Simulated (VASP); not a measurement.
Input of a VASP 6.6.1 run:

Contents of INCAR:

```
SYSTEM = Si16B
  PREC = Accurate
  ENCUT = 520
  EDIFF = 1E-7
  ISMEAR = -1
  SIGMA = 0.05
  LREAL = Auto
  LASPH = .TRUE.
  NELM = 150
  ALGO = Normal
  ISIF = 2
  LWAVE = .FALSE.
  LCHARG = .FALSE.
  ISPIN = 2
  MAGMOM = 0 0 0 0 0 0 0 0 0 0 0 0 0 0 0 0 1
  LORBIT = 11
  GGA = PE
  IVDW = 12
  IBRION = 2
  NSW = 45
  EDIFFG = -0.08
  KPAR = 2
```

KPOINTS

```
regular mesh
0
G
  2 2 2
  0 0 0
```

Contents of POSCAR:

```
Si16B
1.0
    0.0000000000      5.4271200000      5.4271200000
    5.4271200000      0.0000000000      5.4271200000
    5.4271200000      5.4271200000      0.0000000000
Si B
16 1
Direct
    0.3750000000      0.3750000000      0.3750000000
    0.2500000000      0.2500000000      0.2500000000
    0.3750000000      0.3750000000      0.8750000000
    0.2500000000      0.2500000000      0.7500000000
    0.3750000000      0.8750000000      0.3750000000
    0.2500000000      0.7500000000      0.2500000000
    0.3750000000      0.8750000000      0.8750000000
    0.2500000000      0.7500000000      0.7500000000
    0.8750000000      0.3750000000      0.3750000000
    0.7500000000      0.2500000000      0.2500000000
    0.8750000000      0.3750000000      0.8750000000
    0.7500000000      0.2500000000      0.7500000000
    0.8750000000      0.8750000000      0.3750000000
    0.7500000000      0.7500000000      0.2500000000
    0.8750000000      0.8750000000      0.8750000000
    0.7500000000      0.7500000000      0.7500000000
    0.1364274000      0.1229152000      0.6313565000
```

Potentials or basis: VASP PAW PBE potentials, release 64 (Si, B).

Command:

```sh
$ cat potpaw_PBE.64/Si/POTCAR potpaw_PBE.64/B/POTCAR > POTCAR
$ mpirun -np 4 vasp_std > vasp.out
```

Problem. Predict the dispersion energy per atom.

Solution. -0.315 eV.

Problem. What does it give for the net moment?

Solution. 0.00 μB per cell.

Problem. What does it give for the energy gained by relaxing?

Solution. 3.9 meV/atom.

Final structure:
```yaml
crystal:
  lattice:
    - [0.00000, 5.42712, 5.42712]
    - [5.42712, 0.00000, 5.42712]
    - [5.42712, 5.42712, 0.00000]
  atoms:
    - { symbol: Si, position: [0.37724, 0.37687, 0.37212] }
    - { symbol: Si, position: [0.24650, 0.24701, 0.25852] }
    - { symbol: Si, position: [0.37583, 0.37515, 0.87572] }
    - { symbol: Si, position: [0.24737, 0.24869, 0.74780] }
    - { symbol: Si, position: [0.37741, 0.87326, 0.37259] }
    - { symbol: Si, position: [0.25083, 0.74982, 0.25007] }
    - { symbol: Si, position: [0.37701, 0.87257, 0.87685] }
    - { symbol: Si, position: [0.24654, 0.75814, 0.74677] }
    - { symbol: Si, position: [0.87278, 0.37718, 0.37314] }
    - { symbol: Si, position: [0.75003, 0.25092, 0.24994] }
    - { symbol: Si, position: [0.87188, 0.37702, 0.87723] }
    - { symbol: Si, position: [0.75845, 0.24701, 0.74671] }
    - { symbol: Si, position: [0.87457, 0.87507, 0.37474] }
    - { symbol: Si, position: [0.74972, 0.74933, 0.24961] }
    - { symbol: Si, position: [0.87240, 0.87343, 0.87734] }
    - { symbol: Si, position: [0.75014, 0.74980, 0.75082] }
    - { symbol: B, position: [0.13776, 0.12165, 0.63139] }
```

Caveat: the k points lie up to 0.50 Å⁻¹ apart.
